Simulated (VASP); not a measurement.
# Ag (P6_3/mmc) in VASP: a series of runs, part 2 of 2

VASP 6.6.1.

**3. Electric field gradients, LDA (volume scaled by 1.02)**

INCAR reads:

```
ALGO = Normal
EDIFF = 1E-8
ENCUT = 520
ISIF = 2
ISMEAR = -1
LASPH = True
LCHARG = False
LEFG = True
LREAL = False
LWAVE = False
NBANDS = 18
NELM = 100
PREC = Accurate
SIGMA = 0.05
```

KPOINTS reads:

```
k-points
0
Gamma
  14 14 8
```

POSCAR reads:

```
Ag
1.0
    2.9494026067      0.0000000000      0.0000000000
   -1.4747013034      2.5542575834      0.0000000000
    0.0000000000      0.0000000000      4.8217227788
Ag
2
Direct
    0.3333333333      0.6666666667      0.2500000000
    0.6666666667      0.3333333333      0.7500000000
```

Potentials or basis: VASP PAW LDA potentials, release 64 (Ag).

Started as:

```
> cat potpaw_LDA.64/Ag/POTCAR > POTCAR
> mpirun -np 1 vasp_std > vasp.out
```

OUTCAR:

```text
EDIFF = 1E-8
   ENCUT = 520
   ISIF = 2
   ISMEAR = -1
   LASPH = True
   LREAL = False
   NELM = 100
   PREC = Accurate

 ion  position               nearest neighbor table
   1  0.333  0.667  0.250-   2 2.95   2 2.95   2 2.95   2 2.95   2 2.95   2 2.95
   2  0.667  0.333  0.750-   1 2.95   1 2.95   1 2.95   1 2.95   1 2.95   1 2.95

  LATTYP: Found a hexagonal cell.
 ALAT       =     2.9494026067
 C/A-ratio  =     1.6348133577

  Lattice vectors:

 A1 = (   2.9494026067,   0.0000000000,   0.0000000000)
 A2 = (  -1.4747013034,   2.5542575834,   0.0000000000)
 A3 = (   0.0000000000,   0.0000000000,   4.8217227788)

Analysis of symmetry for initial positions (statically):
=====================================================================
 Subroutine PRICEL returns:
 Original cell was already a primitive cell.

 Routine SETGRP: Setting up the symmetry group for a
 hexagonal supercell.

 Subroutine GETGRP returns: Found 24 space group operations
 (whereof 12 operations were pure point group operations)
 out of a pool of 24 trial point group operations.

The static configuration has the point symmetry D_3d.
 The point group associated with its full space group is D_6h.

Analysis of symmetry for dynamics (positions and initial velocities):
=====================================================================
 Subroutine PRICEL returns:
 Original cell was already a primitive cell.

 Routine SETGRP: Setting up the symmetry group for a
 hexagonal supercell.

 Subroutine GETGRP returns: Found 24 space group operations
 (whereof 12 operations were pure point group operations)
 out of a pool of 24 trial point group operations.

The dynamic configuration has the point symmetry D_3d.
 The point group associated with its full space group is D_6h.

 Subroutine INISYM returns: Found 24 space group operations
 (whereof 12 operations are pure point group operations),
 and found     1 'primitive' translations

----------------------------------------------------------------------------------------

                                     Primitive cell

  volume of cell :      36.3246

  direct lattice vectors                    reciprocal lattice vectors
     2.949402607  0.000000000  0.000000000     0.339051711  0.195751597  0.000000000
    -1.474701303  2.554257583  0.000000000     0.000000000  0.391503193  0.000000000
     0.000000000  0.000000000  4.821722779     0.000000000  0.000000000  0.207394752

  length of vectors
     2.949402607  2.949402607  4.821722779     0.391503193  0.391503193  0.207394752

  position of ions in fractional coordinates (direct lattice)
     0.333333333  0.666666667  0.250000000
     0.666666667  0.333333333  0.750000000

  ion indices of the primitive-cell ions
   primitive index   ion index
                 1           1
                 2           2

----------------------------------------------------------------------------------------

 KPOINTS: k-points

Automatic generation of k-mesh.
 Grid dimensions read from file:
[... 67 lines left out ...]
   EDIFFG = 0.1E-06   stopping-criterion for IOM
   NSW    =      0    number of steps for IOM
   IBRION =     -1    ionic relax: 0-MD 1-quasi-New 2-CG
   NFREE  =      0    steps in history (QN), initial steepest desc. (CG)
   ISIF   =      2    stress and relaxation
   ISYM   =      2    0-nonsym 1-usesym 2-fastsym
   POTIM  = 0.5000    time-step for ionic-motion
   TEBEG  =    0.0;   TEEND  =   0.0 temperature during run
   PSTRESS=    0.0 pullay stress
   NELECT =      22.0000    total number of electrons
   NUPDOWN=      -1.0000    fix difference up-down
   EMIN   =  10.00;   EMAX   =-10.00  energy-range for DOS
   EFERMI =   0.00;   METHOD = LEGACY
   ISMEAR =    -1;   SIGMA  =   0.05  broadening in eV -4-tet -1-fermi 0-gaus
   EFERMI_NEDOS =   21; number of points for ismear=-14 and -15
   IALGO  =     38    algorithm
   IMIX   =      4    mixing-type and parameters
     AMIX     =   0.40;   BMIX     =  1.00
     AMIX_MAG =   1.60;   BMIX_MAG =  1.00
  volume/ion in A,a.u.               =      18.16       122.57
  Fermi-wavevector in a.u.,A,eV,Ry     =   1.385103  2.617465 26.102917  1.918510
  Thomas-Fermi vector in A             =   2.509545
   LORBIT       =      0    0 simple, 1 ext, 2 COOP (PROOUT), +10 PAW based schemes
   GGA     = CA    functional components
   LHFCALC =     F    Hartree Fock is set to
   AEXX    =    0.0000 exact exchange contribution
   IVDW    =     0    specifies the selected vdW correction
   LEPSILON=     F    determine dielectric tensor
   LRPA    =     F    only Hartree local field effects (RPA)
 non-spin polarized calculation
  energy-cutoff  :      520.00
  volume of cell :       36.32
 maximum number of plane-waves:      1008
 NGX is ok and might be reduce to    24
   NGX = 11   NGY = 11   NGZ = 17

 number of electron      21.9999999 magnetization

 Free energy of the ion-electron system (eV)
  ---------------------------------------------------
  ext. energy  EPLUGINS =         0.00000000
  ---------------------------------------------------
  free energy    TOTEN  =        -7.37466540 eV

  energy without entropy =       -7.37073329  energy(sigma->0) =       -7.37269934

 E-fermi :   7.2533     XC(G=0): -12.2144

 val. band max:        7.1796052564   @ k =   0.0714   0.0714   0.1250
 cond. band min:       7.2686600480   @ k =   0.4286   0.0714   0.2500
 fundamental gap:      0.0890547916
 Fermi energy:         7.2533462138

 k-point     1 :       0.0000    0.0000    0.0000
  band No.  band energies     occupation
      1      -0.0860      2.00000
      2       1.2753      2.00000
      3       2.7292      2.00000
      4       2.8257      2.00000
      5       2.8257      2.00000
      6       3.0391      2.00000
[... 481 lines left out ...]
      5       2.7181      2.00000
      6       2.8310      2.00000
[... 10 lines left out ...]
     17      17.4156      0.00000
     18      18.2601      0.00000

 [... further k-points ...]
[... 5 lines left out ...]
  --------------------------------------------------------------------------------------
  -------------------------------------------------------------------------------------
  Total       -2.6472155     -2.6472155     -2.7279549      0.0000000      0.0000000      0.0000000
  in kB     -116.7612925   -116.7612925   -120.3224817      0.0000000      0.0000000      0.0000000
  external PRESSURE =    -117.9483556 kB  Pullay stress =       0.0000000 kB

 VOLUME and BASIS-vectors are now :
 -----------------------------------------------------------------------------
  energy-cutoff  :      520.00
  volume of cell :       36.32
      direct lattice vectors                 reciprocal lattice vectors
     2.949402607  0.000000000  0.000000000     0.339051711  0.195751597  0.000000000
    -1.474701303  2.554257583  0.000000000     0.000000000  0.391503193  0.000000000
     0.000000000  0.000000000  4.821722779     0.000000000  0.000000000  0.207394752

 POSITION                                       TOTAL-FORCE (eV/Angst)
 -----------------------------------------------------------------------------------
     -0.00000      1.70284      1.20543         0.000000     -0.000000      0.000000
      1.47470      0.85142      3.61629        -0.000000      0.000000      0.000000
 -----------------------------------------------------------------------------------
    total drift:                               -0.000000      0.000000     -0.000000

  FREE ENERGIE OF THE ION-ELECTRON SYSTEM (eV)
  ---------------------------------------------------
  free  energy   TOTEN  =        -7.3746653974 eV

  energy  without entropy=       -7.3707332889  energy(sigma->0) =       -7.37269934

 Electric field gradients (V/A^2)
---------------------------------------------------------------------
 ion       V_xx      V_yy      V_zz      V_xy      V_xz      V_yz
---------------------------------------------------------------------
   1      -1.890    -1.891     3.780    -0.001     0.000    -0.000
   2      -1.890    -1.891     3.780    -0.001    -0.000     0.000
---------------------------------------------------------------------

 Electric field gradients after diagonalization (V/A^2)
 (convention: |V_zz| > |V_xx| > |V_yy|)
----------------------------------------------------------------------
 ion       V_xx      V_yy      V_zz     asymmetry (V_yy - V_xx)/ V_zz
----------------------------------------------------------------------
   1      -1.891    -1.889     3.780       0.000
   2      -1.891    -1.889     3.780       0.000
----------------------------------------------------------------------

           NMR quadrupolar parameters

 Cq : quadrupolar parameter    Cq=e*Q*V_zz/h
 eta: asymmetry parameters     (V_yy - V_xx)/ V_zz
 Q  : nuclear electric quadrupole moment in mb (millibarn)
----------------------------------------------------------------------
 ion       Cq(MHz)       eta       Q (mb)
----------------------------------------------------------------------
   1       0.009       0.000       1.000
   2       0.009       0.000       1.000
----------------------------------------------------------------------
```

Wall time 35 s (1 thread of AMD EPYC 9R45 (Zen 5), shared host); peak memory 0.15 GiB.

Results:

- Free energy: -7.3747 eV
- Pressure: -11.8 GPa
- Band gap on the k mesh: zero (band 11 reaches 10.80 eV, above the bottom of band 12 at 3.99 eV)

Levels at points of the mesh, in eV from the Fermi level:
```csv
k point,band 7,band 8,band 9,band 10,band 11,band 12,band 13,band 14,band 15,band 16
"(0.00, 0.00, 0.00)",-4.21,-3.89,-3.89,-2.97,-2.97,-0.24,3.24,15.54,17.32,17.45
"(0.50, 0.00, 0.00)",-3.59,-2.85,-2.80,-2.73,0.15,1.42,6.55,6.87,8.77,10.08
"(0.00, 0.00, 0.50)",-4.27,-4.27,-3.26,-3.26,-3.26,-3.26,10.66,10.66,15.85,15.85
"(0.50, 0.00, 0.50)",-3.01,-3.01,-2.77,-2.77,0.83,0.83,4.23,4.23,13.06,13.06
```

Electric field gradients, principal values (V/Å²):
| atom | least | middle | greatest (by size) |
| --- | --- | --- | --- |
| 1 Ag | -1.889 | -1.891 | 3.780 |
| 2 Ag | -1.889 | -1.891 | 3.780 |

Caveat: without QUAD_EFG the Cq values of the log hold for a quadrupole moment of 1 mb, not for the nuclei.

**4. Electric field gradients, LDA (volume scaled by 1.04)**

INCAR reads:

```
SYSTEM = Ag
ALGO = Normal
EDIFF = 1E-8
ENCUT = 520
ISIF = 2
ISMEAR = -1
LASPH = .True.
LCHARG = .False.
LEFG = .True.
LREAL = .False.
LWAVE = .False.
NBANDS = 18
NELM = 80
PREC = Accurate
SIGMA = 0.05
```

KPOINTS reads:

```
k-points
0
Gamma
  14 14 8
  0 0 0
```

POSCAR reads:

```
Ag
1.0
    2.9685551083      0.0000000000      0.0000000000
   -1.4842775542      2.5708441364      0.0000000000
    0.0000000000      0.0000000000      4.8530335443
Ag
2
Direct
    0.3333333333      0.6666666667      0.2500000000
    0.6666666667      0.3333333333      0.7500000000
```

Potentials or basis: VASP PAW LDA potentials, release 64 (Ag).

Started as:

```
> cat potpaw_LDA.64/Ag/POTCAR > POTCAR
> mpirun -np 1 vasp_std > vasp.out
```

OUTCAR:

```text
SYSTEM = Ag
   EDIFF = 1E-8
   ENCUT = 520
   ISIF = 2
   ISMEAR = -1
   LASPH = .True.
   LREAL = .False.
   NELM = 80
   PREC = Accurate

 ion  position               nearest neighbor table
   1  0.333  0.667  0.250-   2 2.97   2 2.97   2 2.97   2 2.97   2 2.97   2 2.97
   2  0.667  0.333  0.750-   1 2.97   1 2.97   1 2.97   1 2.97   1 2.97   1 2.97

  LATTYP: Found a hexagonal cell.
 ALAT       =     2.9685551083
 C/A-ratio  =     1.6348133578

  Lattice vectors:

 A1 = (   2.9685551083,   0.0000000000,   0.0000000000)
 A2 = (  -1.4842775542,   2.5708441364,   0.0000000000)
 A3 = (   0.0000000000,   0.0000000000,   4.8530335443)

Analysis of symmetry for initial positions (statically):
=====================================================================
 Subroutine PRICEL returns:
 Original cell was already a primitive cell.

 Routine SETGRP: Setting up the symmetry group for a
 hexagonal supercell.

 Subroutine GETGRP returns: Found 24 space group operations
 (whereof 12 operations were pure point group operations)
 out of a pool of 24 trial point group operations.

The static configuration has the point symmetry D_3d.
 The point group associated with its full space group is D_6h.

Analysis of symmetry for dynamics (positions and initial velocities):
=====================================================================
 Subroutine PRICEL returns:
 Original cell was already a primitive cell.

 Routine SETGRP: Setting up the symmetry group for a
 hexagonal supercell.

 Subroutine GETGRP returns: Found 24 space group operations
 (whereof 12 operations were pure point group operations)
 out of a pool of 24 trial point group operations.

[... 159 lines left out ...]
      2       1.1348      2.00000
      3       2.5411      2.00000
      4       2.6349      2.00000
      5       2.6349      2.00000
      6       2.8406      2.00000
[... 481 lines left out ...]
      5       2.5333      2.00000
      6       2.6430      2.00000
[... 10 lines left out ...]
     17      17.0323      0.00000
     18      17.8457      0.00000

 [... further k-points ...]

------------------------ aborting loop because EDIFF is reached ----------------------------------------

  FORCE on cell =-STRESS in cart. coord.  units (eV):
  Direction    XX          YY          ZZ          XY          YZ          ZX
  --------------------------------------------------------------------------------------
  -------------------------------------------------------------------------------------
  Total       -2.9659881     -2.9659881     -3.0427333      0.0000000      0.0000000     -0.0000000
  in kB     -128.3056637   -128.3056637   -131.6255854      0.0000000      0.0000000     -0.0000000
  external PRESSURE =    -129.4123042 kB  Pullay stress =       0.0000000 kB

 VOLUME and BASIS-vectors are now :
 -----------------------------------------------------------------------------
  energy-cutoff  :      520.00
  volume of cell :       37.04
      direct lattice vectors                 reciprocal lattice vectors
     2.968555108  0.000000000  0.000000000     0.336864220  0.194488648  0.000000000
    -1.484277554  2.570844136  0.000000000     0.000000000  0.388977296  0.000000000
     0.000000000  0.000000000  4.853033544     0.000000000  0.000000000  0.206056684

 POSITION                                       TOTAL-FORCE (eV/Angst)
 -----------------------------------------------------------------------------------
     -0.00000      1.71390      1.21326        -0.000000      0.000000      0.000000
      1.48428      0.85695      3.63978         0.000000      0.000000      0.000000
 -----------------------------------------------------------------------------------
    total drift:                                0.000000     -0.000000      0.000000

  FREE ENERGIE OF THE ION-ELECTRON SYSTEM (eV)
  ---------------------------------------------------
  free  energy   TOTEN  =        -7.3199533600 eV

  energy  without entropy=       -7.3159797511  energy(sigma->0) =       -7.31796656

 Electric field gradients (V/A^2)
---------------------------------------------------------------------
 ion       V_xx      V_yy      V_zz      V_xy      V_xz      V_yz
---------------------------------------------------------------------
   1      -1.765    -1.766     3.530    -0.001     0.000    -0.000
   2      -1.765    -1.766     3.530    -0.001    -0.000     0.000
---------------------------------------------------------------------

 Electric field gradients after diagonalization (V/A^2)
 (convention: |V_zz| > |V_xx| > |V_yy|)
----------------------------------------------------------------------
 ion       V_xx      V_yy      V_zz     asymmetry (V_yy - V_xx)/ V_zz
----------------------------------------------------------------------
   1      -1.766    -1.764     3.530       0.000
   2      -1.766    -1.764     3.530       0.000
----------------------------------------------------------------------

           NMR quadrupolar parameters

 Cq : quadrupolar parameter    Cq=e*Q*V_zz/h
 eta: asymmetry parameters     (V_yy - V_xx)/ V_zz
 Q  : nuclear electric quadrupole moment in mb (millibarn)
----------------------------------------------------------------------
 ion       Cq(MHz)       eta       Q (mb)
----------------------------------------------------------------------
   1       0.009       0.000       1.000
   2       0.009       0.000       1.000
----------------------------------------------------------------------
```

OSZICAR:

```text
N       E                     dE             d eps       ncg     rms          rms(c)
DAV:   1     0.121958574794E+03    0.12196E+03   -0.11642E+04  4320   0.120E+03
DAV:   2    -0.577952705871E+01   -0.12774E+03   -0.12128E+03  4510   0.263E+02
DAV:   3    -0.787317401353E+01   -0.20936E+01   -0.20860E+01  4986   0.376E+01
DAV:   4    -0.787956218759E+01   -0.63882E-02   -0.63877E-02  4766   0.206E+00
DAV:   5    -0.787961688386E+01   -0.54696E-04   -0.54696E-04  4814   0.203E-01    0.629E+00
DAV:   6    -0.734139949863E+01    0.53822E+00   -0.14632E+00  4478   0.126E+01    0.415E+00
DAV:   7    -0.732734930020E+01    0.14050E-01   -0.10988E-02  4672   0.936E-01    0.239E+00
DAV:   8    -0.731993940901E+01    0.74099E-02   -0.81781E-04  4480   0.283E-01    0.560E-02
DAV:   9    -0.731995323812E+01   -0.13829E-04   -0.21083E-05  5070   0.319E-02    0.148E-02
DAV:  10    -0.731995331950E+01   -0.81379E-07   -0.21471E-06  4688   0.143E-02    0.194E-03
DAV:  11    -0.731995335863E+01   -0.39126E-07   -0.94659E-08  5122   0.265E-03    0.992E-04
DAV:  12    -0.731995336003E+01   -0.14038E-08   -0.13559E-09  2402   0.329E-04
   1 F= -.73199534E+01 E0= -.73179666E+01  d E =-.397361E-02
```

Run time: 36 s. Hardware: 1 thread of AMD EPYC 9R45 (Zen 5), shared host; peak memory 0.15 GiB.

What came out:

```
Free energy            : -7.3200 eV
Pressure               : -12.9 GPa
Band gap on the k mesh : zero (band 11 reaches 10.51 eV, above the bottom of band 12 at 3.76 eV)
```

Stress tensor (GPa, compression positive):
```
-12.83   0.00   0.00
  0.00 -12.83   0.00
  0.00   0.00 -13.16
```

Electric field gradients, principal values (V/Å²):
| atom | least | middle | greatest (by size) |
| --- | --- | --- | --- |
| 1 Ag | -1.764 | -1.766 | 3.530 |
| 2 Ag | -1.764 | -1.766 | 3.530 |

Caveat: without QUAD_EFG the Cq values of the log hold for a quadrupole moment of 1 mb, not for the nuclei.

**5. Summary**

| cell | gap on the mesh (eV) | pressure (GPa) |
| --- | --- | --- |
| a = 2.940, b = 2.940, c = 4.806 Å, angles 90.0, 90.0, 120.0°, 2 atoms | none | -11.1 |
| a = 2.949, b = 2.949, c = 4.822 Å, angles 90.0, 90.0, 120.0°, 2 atoms | none | -11.8 |
| a = 2.969, b = 2.969, c = 4.853 Å, angles 90.0, 90.0, 120.0°, 2 atoms | none | -12.9 |

Alike in all rows: task electric field gradients; level LDA; potentials or basis VASP PAW LDA potentials, release 64 (Ag); no spin polarisation; k mesh 14 × 14 × 8; cutoff (eV) 520; smearing fermi-dirac 0.05 eV.

Total energies depend on the potentials used, so only differences within one code and one set of settings carry meaning.
